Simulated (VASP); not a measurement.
## PbSe: electric field gradients with PBE

PbSe:

```
CELL_PARAMETERS angstrom
0.00000 3.06215 2.97029
3.06215 0.00000 2.97029
3.06215 3.06215 0.00000
ATOMIC_POSITIONS crystal
Pb 0.00000 0.00000 0.00000
Se 0.50000 0.50000 0.50000
```

This cell differs from its parent crystal: zz strain of -3 %.

```yaml
Program: VASP 6.6.1
Task: electric field gradients
Functional: PBE
Potentials_or_basis: VASP PAW PBE potentials, release 64 (Pb_d, Se)
Cutoff: 520 eV
k_mesh: 9 × 9 × 9
Occupations: fermi-dirac, width 0.01 eV
Spin: no spin polarisation
Dipole_correction: no
Further_INCAR_settings: ALGO = Normal; EDIFF = 1e-08; NBANDS = 17
```

```
Pressure               : 4.3 GPa
Band gap on the k mesh : 0.64 eV, direct
```

Stress tensor (GPa, compression positive):
```
2.74 0.00 0.00
0.00 2.74 0.00
0.00 0.00 7.45
```

Levels at points of the mesh, in eV from the valence-band top:
| k point | band 7 | band 8 | band 9 | band 10 | band 11 | band 12 | band 13 | band 14 |
| --- | --- | --- | --- | --- | --- | --- | --- | --- |
| (0.00, 0.00, 0.00) | -6.08 | -2.04 | -1.75 | -1.75 | 4.71 | 4.71 | 5.45 | 6.56 |

Electric field gradients, principal values (V/Å²):
```tsv
atom	least	middle	greatest (by size)
1 Pb	49.203	49.203	-98.406
2 Se	4.416	4.416	-8.831
```

Run time: 2.5 min on 1 thread of AMD EPYC 7R13, on a shared host, peak memory 0.19 GiB.

Caveat: the cell differs from its parent crystal (zz strain of -3 %); without QUAD_EFG the Cq values of the log hold for a quadrupole moment of 1 mb, not for the nuclei; spin-orbit coupling is left out, which moves the levels of the heavy elements. A k mesh can miss the band edges.
